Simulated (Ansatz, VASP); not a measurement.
## One calculation of SiC, two programs

POSCAR

```
SiC
1.0
    3.0760000000      0.0000000000      0.0000000000
   -1.5380000000      2.6638941420      0.0000000000
    0.0000000000      0.0000000000      5.0480000000
Si C
2 2
Direct
    0.6666666667      0.3333333333      0.5000000000
    0.3333333333      0.6666666667      0.0000000000
    0.6666666667      0.3333333333      0.8850000000
    0.3333333333      0.6666666667      0.3850000000
```

File INCAR.step1:

```
ALGO = Normal
EDIFF = 1E-5
ENCUT = 520
GGA = PE
ISIF = 2
ISMEAR = -1
LASPH = T
LCHARG = F
LREAL = F
LWAVE = T
NBANDS = 16
NELM = 80
PREC = Accurate
SIGMA = 0.05
```

File INCAR.step2:

```
AEXX = 0.2
AGGAC = 0.81
AGGAX = 0.72
ALDAC = 0.19
ALGO = Normal
EDIFF = 1E-6
ENCUT = 520
GGA = B5
ISIF = 2
ISMEAR = -1
ISTART = 1
LASPH = T
LCHARG = F
LHFCALC = T
LREAL = F
LWAVE = F
NBANDS = 16
NELM = 80
PREC = Accurate
PRECFOCK = Normal
SIGMA = 0.05
```

The input KPOINTS:

```
k-points
0
Gamma
  6 6 3
```

The input input.yaml:

```yaml
crystal:
  lattice:
    - [3.076, 0.0, 0.0]
    - [-1.538, 2.663894142, 0.0]
    - [0.0, 0.0, 5.048]
  atoms:
    - { symbol: Si, position: [0.6666666667, 0.3333333333, 0.5] }
    - { symbol: Si, position: [0.3333333333, 0.6666666667, 0.0] }
    - { symbol: C, position: [0.6666666667, 0.3333333333, 0.885] }
    - { symbol: C, position: [0.3333333333, 0.6666666667, 0.385] }
hamiltonian:
  xc: b3lyp5
  pseudopotentials: { kind: paw }
kpoints:
  mp_grid: { grid: [6, 6, 3] }
  band_path:
    path:
      - [[0.0, 0.0, 0.0], [0.5, 0.0, 0.0], [0.3333333333, 0.3333333333, 0.0], [0.0, 0.0, 0.0], [0.0, 0.0, 0.5], [0.5, 0.0, 0.5], [0.3333333333, 0.3333333333, 0.5], [0.0, 0.0, 0.5]]
      - [[0.5, 0.0, 0.5], [0.5, 0.0, 0.0]]
      - [[0.3333333333, 0.3333333333, 0.0], [0.3333333333, 0.3333333333, 0.5]]
    npoints: 4
scf:
  occupations: { method: fermi_dirac, width: 0.05 }
  n_extra_bands: 10
output:
  forces: true
  stress: true
  eigenvalues: true
  fatbands: false
```

Alike in both runs: functional B3LYP5; k mesh 6 × 6 × 3; occupations fermi-dirac, width 0.05 eV; no spin polarisation.

|  | VASP | Ansatz |
| --- | --- | --- |
| version | VASP 6.6.1 | Ansatz 0.2.0 |
| potentials or method | VASP PAW PBE potentials, release 64 (Si, C) | Ansatz PAW |
| plane-wave cutoff (eV) | 520 | 420 |
| valence electrons in the cell | 16 | 16 |
| task | single point | band structure |

VASP gave:

- gap on the k mesh at the Fermi level (eV): 3.97
- least direct gap on the mesh (eV): 5.84
- pressure (GPa): 3.6
- traceless stress, the component that is largest in VASP (GPa): -2.56
- rms of the force components (eV/Å): 0.449

Estimate Ansatz's values.

gap on the k mesh at the Fermi level (eV): 3.95; least direct gap on the mesh (eV): 5.81; pressure (GPa): 3.3; traceless stress, the component that is largest in VASP (GPa): -2.64; rms of the force components (eV/Å): 0.448.

VASP's potentials were made for PBE, not for B3LYP5. Atom by atom the forces differ by 0.001 eV/Å (rms over components). With one functional, cell and mesh, what is left measures potentials, basis and numerics.
